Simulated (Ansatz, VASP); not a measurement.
# Cd2PtI2Br4 in VASP and in Ansatz

Contents of INCAR:

```
ALGO = Normal ; EDIFF = 1E-7
ENCUT = 520 ; GGA = PE
ISIF = 2 ; ISMEAR = -1
LASPH = True ; LCHARG = False
LREAL = False ; LWAVE = False
NBANDS = 48 ; NELM = 100
PREC = Accurate ; SIGMA = 0.1
```

The input KPOINTS:

```
k-points
0
Gamma
  3 3 3
```

Contents of POSCAR:

```
Cd2PtI2Br4
1.0
   -3.9884320000      3.9884320000      4.2791500000
    3.9884320000     -3.9884320000      4.2791500000
    3.9884320000      3.9884320000     -4.2791500000
Br Cd I Pt
4 2 2 1
Direct
    0.2043000000      0.2043000000      0.4086000000
    0.2043000000      0.7957000000      0.0000000000
    0.7957000000      0.7957000000      0.5914000000
    0.7957000000      0.2043000000      0.0000000000
    0.2500000000      0.7500000000      0.5000000000
    0.7500000000      0.2500000000      0.5000000000
    0.3473000000      0.3473000000      0.0000000000
    0.6527000000      0.6527000000      0.0000000000
    0.0000000000      0.0000000000      0.0000000000
```

Input for Ansatz:

```yaml
crystal:
  lattice:
    - [-3.988432, 3.988432, 4.27915]
    - [3.988432, -3.988432, 4.27915]
    - [3.988432, 3.988432, -4.27915]
  atoms:
    - { symbol: Br, position: [0.2043, 0.2043, 0.4086] }
    - { symbol: Br, position: [0.2043, 0.7957, 0.0] }
    - { symbol: Br, position: [0.7957, 0.7957, 0.5914] }
    - { symbol: Br, position: [0.7957, 0.2043, 0.0] }
    - { symbol: Cd, position: [0.25, 0.75, 0.5] }
    - { symbol: Cd, position: [0.75, 0.25, 0.5] }
    - { symbol: I, position: [0.3473, 0.3473, 0.0] }
    - { symbol: I, position: [0.6527, 0.6527, 0.0] }
    - { symbol: Pt, position: [0.0, 0.0, 0.0] }
  symmetry: { tolerance: 0.0003 }
kpoints:
  mp_grid: { grid: [3, 3, 3], shift: [0, 0, 0] }
magnetization:
  spin_polarized: false
scf:
  occupations: { method: fermi_dirac }
hamiltonian:
  pseudopotentials: { kind: paw }
  xc: pbe
basis:
  ecutwfc: 420
output:
  forces: true
  stress: true
  eigenvalues: true
```

Alike in both runs: task single point; functional PBE; k mesh 3 × 3 × 3; no spin polarisation.

```csv
,VASP,Ansatz
version,VASP 6.6.1,Ansatz 0.2.0
potentials or method,"VASP PAW PBE potentials, release 64 (Br, Cd, I, Pt), cutoff 520 eV",PAW plane waves
occupations,"fermi-dirac, width 0.1 eV",fermi-dirac
valence electrons in the cell,76,120
```

|  | VASP | Ansatz | Ansatz less VASP |
| --- | --- | --- | --- |
| gap on the k mesh at the Fermi level (eV) | none | none | - |
| pressure (GPa) | 6.7 | 6.7 | +0.01 |
| traceless stress, the component that is largest in VASP (GPa) | -1.86 | -1.82 | +0.037 |
| rms of the force components (eV/Å) | 1.052 | 1.052 | -0.0007 |

Atom by atom the forces differ by 0.001 eV/Å (rms over components). A gap of «none» marks a metal or a gap that the smearing closes. VASP's potentials hold 76 valence electrons a cell and Ansatz's 120, so a difference there can come from the potentials and not from the codes.

The k mesh is coarse, so the values compare programs but aren't converged. Neither program's run includes spin-orbit coupling.
